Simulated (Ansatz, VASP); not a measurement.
# Mg2I: VASP beside Ansatz

```
Mg I
1.0
     1.98268    1.14470    6.46730
    -1.98268    1.14470    6.46730
     0.00000   -2.28940    6.46730
Mg I
2 1
Direct
  0.78091 0.78091 0.78091
  0.21909 0.21909 0.21909
  0.00000 0.00000 0.00000
```

Alike in both runs: functional PBE; k mesh 6 × 6 × 6; occupations gaussian, width 0.1 eV; no spin polarisation.

Ansatz relaxed the structure, and its values are those at the end. VASP's run is a single point on that final structure, the one shown.

|  | VASP | Ansatz |
| --- | --- | --- |
| version | VASP 6.6.1 | Ansatz 0.2.0 |
| potentials or method | VASP PAW PBE potentials, release 64 (Mg, I), cutoff 520 eV | scalar-relativistic, plane waves, PAW |
| valence electrons in the cell | 11 | 37 |

VASP gave:

```
gap on the k mesh at the Fermi level (eV) : none
pressure (GPa)                            : 0.1
rms of the force components (eV/Å)        : 0.011
```

Question: Estimate Ansatz's values.

Answer: gap on the k mesh at the Fermi level (eV): none; pressure (GPa): 0.2; rms of the force components (eV/Å): 0.010.

A gap of «none» marks a metal or a gap that the smearing closes. With one functional, cell and mesh, what is left measures potentials, basis and numerics. VASP's potentials hold 11 valence electrons a cell and Ansatz's 37, so a difference there can come from the potentials and not from the codes.

Neither program's run includes spin-orbit coupling.
